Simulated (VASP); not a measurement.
A run of VASP 6.6.1:

The input POSCAR:

```
CuI
1.0
    4.0901961900      0.0000000000      0.0000000000
    0.0000000000     -4.0901961900      0.0000000000
    0.0000000000      0.0000000000    -19.3669992164
I Cu
2 2
Direct
    0.0000000000      0.0000000000      0.5869261980
    0.5000000000      0.5000000000      0.4130738020
    0.5000000000      0.0000000000      0.5000000000
    0.0000000000      0.5000000000      0.5000000000
```

File INCAR.step1:

```
SYSTEM = CuI
ALGO = Normal
DIPOL = 0.5 0.5 0.500
EDIFF = 1E-5
EFERMI = MIDGAP
ENCUT = 440
GGA = PE
GGA_COMPAT = .FALSE.
IDIPOL = 3
ISIF = 0
ISMEAR = 0
LASPH = .TRUE.
LCHARG = .TRUE.
LDIPOL = .TRUE.
LREAL = .FALSE.
LWAVE = .TRUE.
NELM = 100
NELMDL = -8
PREC = Accurate
SIGMA = 0.03
```

The input INCAR.step2:

```
SYSTEM = CuI
ALGO = All
DIPOL = 0.5 0.5 0.500
EDIFF = 1E-6
EFERMI = MIDGAP
ENCUT = 440
GGA_COMPAT = .FALSE.
IDIPOL = 3
ISEARCH = 1
ISIF = 0
ISMEAR = 0
ISTART = 1
LASPH = .TRUE.
LCHARG = .FALSE.
LDIPOL = .TRUE.
LMIXTAU = .TRUE.
LREAL = .FALSE.
LWAVE = .FALSE.
METAGGA = SCAN
NELM = 100
NELMDL = -8
PREC = Accurate
SIGMA = 0.03
```

The input KPOINTS:

```
k-points
0
Gamma
  4 4 1
```

Potentials or basis: VASP PAW PBE potentials, release 64 (I, Cu).

The run is started by

```sh
$ cat potpaw_PBE.64/I/POTCAR potpaw_PBE.64/Cu/POTCAR > POTCAR
$ cp INCAR.step1 INCAR
$ mpirun -np 1 vasp_std > vasp.out
$ cp INCAR.step2 INCAR
$ mpirun -np 1 vasp_std > vasp.out
```

Hardware: 1 thread of Intel(R) Xeon(R) 6975P-C (Granite Rapids), on a shared host.

Estimate the wall time of this run.

Wall time 3.1 min on 1 thread of Intel(R) Xeon(R) 6975P-C (Granite Rapids), with other jobs on the host, peak memory 0.37 GiB. Counts: k points 6.
